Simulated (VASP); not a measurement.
# AlN (P1) in VASP: notebook, part 2 of 2

VASP 6.6.1.

## (4) Single point, r2SCAN (atom 3 (N) moved by (-0.300, +0.600) A along x and y)

The input, POSCAR:

```
AlN
1.0
    3.1110021516      0.0000000000      0.0000000000
   -1.5555010758      2.6942068945      0.0000000000
    0.0000000000      0.0000000000      4.9780000000
Al N
2 2
Direct
    0.3333333333      0.6666666667      0.0000000000
    0.6666666667      0.3333333333      0.5000000000
    0.3482514077      0.8893667129      0.3850000000
    0.6666666667      0.3333333333      0.8850000000
```

The input, INCAR.step1:

```
ALGO = Normal
EDIFF = 1E-4
ENCUT = 520
GGA = PE
ISMEAR = 0
LASPH = T
LCHARG = F
LREAL = F
LWAVE = T
NBANDS = 16
NELM = 60
PREC = Accurate
SIGMA = 0.05
```

The input, INCAR.step2:

```
ALGO = Normal
EDIFF = 1E-6
ENCUT = 520
ISIF = 2
ISMEAR = 0
ISTART = 1
LASPH = T
LCHARG = F
LMIXTAU = T
LREAL = F
LWAVE = F
METAGGA = R2SCAN
NBANDS = 16
NELM = 60
PREC = Accurate
SIGMA = 0.05
```

The input, KPOINTS:

```
k-points
0
Gamma
  12 12 6
```

Potentials or basis: VASP PAW PBE potentials, release 64 (Al, N).

Command:

```sh
> cat potpaw_PBE.64/Al/POTCAR potpaw_PBE.64/N/POTCAR > POTCAR
> cp INCAR.step1 INCAR
> mpirun -np 1 vasp_std > vasp.out
> cp INCAR.step2 INCAR
> mpirun -np 1 vasp_std > vasp.out
```

OUTCAR:

```text
EDIFF = 1E-6
   ENCUT = 520
   ISIF = 2
   ISMEAR = 0
   ISTART = 1
   LASPH = T
   LREAL = F
   METAGGA = R2SCAN
   NELM = 60
   PREC = Accurate

 ion  position               nearest neighbor table
   1  0.333  0.667  0.000-   4 1.89   4 1.89   4 1.89   3 2.03   2 3.07   2 3.07   2 3.07   2 3.07
                             2 3.07   2 3.07
   2  0.667  0.333  0.500-   3 1.36   4 1.92   3 2.04   3 2.45   1 3.07   1 3.07   1 3.07   1 3.07
                             1 3.07   1 3.07
   3  0.348  0.889  0.385-   2 1.36   1 2.03   2 2.04   2 2.45
   4  0.667  0.333  0.885-   1 1.89   1 1.89   1 1.89   2 1.92

  LATTYP: Found a hexagonal cell.
 ALAT       =     3.1110021516
 C/A-ratio  =     1.6001274694

  Lattice vectors:

 A1 = (   3.1110021516,   0.0000000000,   0.0000000000)
 A2 = (  -1.5555010758,   2.6942068945,   0.0000000000)
 A3 = (   0.0000000000,   0.0000000000,   4.9780000000)

Analysis of symmetry for initial positions (statically):
=====================================================================
 Subroutine PRICEL returns:
[... 177 lines left out ...]
 val. band max:        6.3229659479   @ k =   0.0000   0.0000   0.0000
 cond. band min:      10.1169589475   @ k =   0.0000   0.0000   0.0000
 fundamental gap:      3.7939929996
 Fermi energy:         6.5842774760

 k-point     1 :       0.0000    0.0000    0.0000
  band No.  band energies     occupation
      1     -10.0940      2.00000
      2      -7.9524      2.00000
      3      -0.1700      2.00000
      4       4.4443      2.00000
      5       5.1115      2.00000
      6       5.4295      2.00000
[... 433 lines left out ...]
      3       0.5481      2.00000
      4       2.6999      2.00000
      5       3.5084      2.00000
      6       4.6104      2.00000
[... 8 lines left out ...]
     15      20.2083      0.00000
     16      20.7943      0.00000

 [... further k-points ...]

------------------------ aborting loop because EDIFF is reached ----------------------------------------

  FORCE on cell =-STRESS in cart. coord.  units (eV):
  Direction    XX          YY          ZZ          XY          YZ          ZX
  --------------------------------------------------------------------------------------
  -------------------------------------------------------------------------------------
  Total       -0.1113354     26.2326432      5.8976584      7.5859107     13.3190571      4.4148741
  in kB       -4.2752124   1007.3177514    226.4665406    291.2944166    511.4437983    169.5285153
  external PRESSURE =     409.8363599 kB  Pullay stress =       0.0000000 kB

 VOLUME and BASIS-vectors are now :
 -----------------------------------------------------------------------------
  energy-cutoff  :      520.00
  volume of cell :       41.72
      direct lattice vectors                 reciprocal lattice vectors
     3.111002152  0.000000000  0.000000000     0.321439829  0.185583372  0.000000000
    -1.555501076  2.694206895  0.000000000     0.000000000  0.371166744  0.000000000
     0.000000000  0.000000000  4.978000000     0.000000000  0.000000000  0.200883889

 POSITION                                       TOTAL-FORCE (eV/Angst)
 -----------------------------------------------------------------------------------
     -0.00000      1.79614      0.00000        -0.569574      0.934483      0.844863
      1.55550      0.89807      2.48900         6.301795     26.000758     11.839914
     -0.30000      2.39614      1.91653        -5.823025    -27.663449    -12.237925
      1.55550      0.89807      4.40553         0.090804      0.728208     -0.446853
 -----------------------------------------------------------------------------------
    total drift:                               -0.000093     -0.000928     -0.001640

  FREE ENERGIE OF THE ION-ELECTRON SYSTEM (eV)
  ---------------------------------------------------
  free  energy   TOTEN  =       -32.6272343166 eV

  energy  without entropy=      -32.6272343166  energy(sigma->0) =      -32.62723432
```

OUTCAR.step1:

```text
EDIFF = 1E-4
   ENCUT = 520
   GGA = PE
   ISMEAR = 0
[... 687 lines left out ...]
     -0.00000      1.79614      0.00000        -0.508465      0.824966      0.860089
      1.55550      0.89807      2.48900         6.257727     25.736901     11.667983
     -0.30000      2.39614      1.91653        -5.833247    -27.238905    -12.122788
      1.55550      0.89807      4.40553         0.083985      0.677038     -0.405284
 -----------------------------------------------------------------------------------
    total drift:                                0.001358      0.004691      0.002968

  FREE ENERGIE OF THE ION-ELECTRON SYSTEM (eV)
  ---------------------------------------------------
  free  energy   TOTEN  =       -24.0748138291 eV

  energy  without entropy=      -24.0748138291  energy(sigma->0) =      -24.07481383
```

OSZICAR.step1:

```text
N       E                     dE             d eps       ncg     rms          rms(c)
DAV:   1     0.479177200236E+02    0.47918E+02   -0.73624E+03 13960   0.895E+02
DAV:   2    -0.273596788121E+02   -0.75277E+02   -0.68748E+02 19408   0.191E+02
DAV:   3    -0.310150703702E+02   -0.36554E+01   -0.36450E+01 17768   0.443E+01
DAV:   4    -0.310369598409E+02   -0.21889E-01   -0.21888E-01 18000   0.385E+00
DAV:   5    -0.310372495212E+02   -0.28968E-03   -0.28968E-03 18184   0.445E-01    0.148E+01
DAV:   6    -0.241397117334E+02    0.68975E+01   -0.14647E+01 18184   0.293E+01    0.524E+00
DAV:   7    -0.241120549587E+02    0.27657E-01   -0.98621E-01 16184   0.758E+00    0.320E+00
DAV:   8    -0.240764979878E+02    0.35557E-01   -0.72140E-02 19464   0.228E+00    0.672E-01
DAV:   9    -0.240744115812E+02    0.20864E-02   -0.12697E-02 19376   0.915E-01    0.301E-01
DAV:  10    -0.240746650782E+02   -0.25350E-03   -0.15876E-03 16432   0.340E-01    0.151E-01
DAV:  11    -0.240748067508E+02   -0.14167E-03   -0.28697E-04 16800   0.139E-01    0.535E-02
DAV:  12    -0.240748138291E+02   -0.70783E-05   -0.29176E-05  8336   0.575E-02
   1 F= -.24074814E+02 E0= -.24074814E+02  d E =-.120447E-12
```

It took 13 min on 1 thread of Intel Xeon Platinum 8259CL at 2.50GHz (Skylake/Cascade Lake), shared host; peak memory 0.35 GiB.

Results:

* Free energy: -32.6272 eV
* Pressure: 41.0 GPa
* Largest force: 30.805 eV/Å
* Band gap on the k mesh: 3.79 eV

Forces on the atoms (eV/Å):
```
Al   -0.570   0.934   0.845
Al    6.302  26.001  11.840
N    -5.823 -27.663 -12.238
N     0.091   0.728  -0.447
```

Caveat: the cell differs from its parent crystal (atom 3 (N) moved by (-0.300, +0.600) A along x and y); the cell stands under pressure; the PAW data sets were made with another functional, which shifts forces and pressure a little.

## (5) The runs side by side

| cell | gap on the mesh (eV) | pressure (GPa) | largest force (eV/Å) |
| --- | --- | --- | --- |
| as given, atomic positions A | 2.80 | 26.6 | 18.22 |
| as given, atomic positions B | 4.49 | 5.7 | 6.71 |
| as given, atomic positions C | 3.79 | 41.0 | 30.80 |

Alike in all rows: task single point; level r2SCAN; potentials or basis VASP PAW PBE potentials, release 64 (Al, N); no spin polarisation; k mesh 12 × 12 × 6; cutoff (eV) 520; smearing gaussian 0.05 eV.

Caveats: the cell stands under pressure; the PAW data sets were made with another functional, which shifts forces and pressure a little.

Absolute energies hang on the potentials; compare differences alone.
